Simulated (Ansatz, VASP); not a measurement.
# ZnSe: VASP beside Ansatz

```xyz
2
Lattice="0.0000 2.8340 2.8340 2.8340 0.0000 2.8340 2.8340 2.8340 0.0000" Properties=species:S:1:pos:R:3 pbc="T T T"
Zn    0.0000    0.0000    0.0000
Se    1.4170    1.4170    1.4170
```

Alike in both runs: task single point; functional LDA; k mesh 6 × 6 × 6; occupations gaussian, width 0.1 eV; no spin polarisation.

|  | VASP | Ansatz |
| --- | --- | --- |
| version | VASP 6.6.1 | Ansatz 0.2.0 |
| potentials or method | VASP PAW LDA potentials, release 64 (Zn, Se), cutoff 500 eV | scalar-relativistic, plane waves, PAW |
| valence electrons in the cell | 18 | 28 |

|  | VASP | Ansatz | Ansatz less VASP |
| --- | --- | --- | --- |
| gap on the k mesh at the Fermi level (eV) | 1.07 | 1.03 | -0.040 |
| least direct gap on the mesh (eV) | 1.07 | 1.03 | -0.040 |
| pressure (GPa) | -3.1 | -3.4 | -0.30 |

Ansatz warns that its potentials were made for another functional, while VASP's fit it. LDA's correlation is that of Perdew and Zunger in VASP and of Perdew and Wang (1992) in Ansatz. VASP's potentials hold 18 valence electrons a cell and Ansatz's 28, so a difference there can come from the potentials and not from the codes.
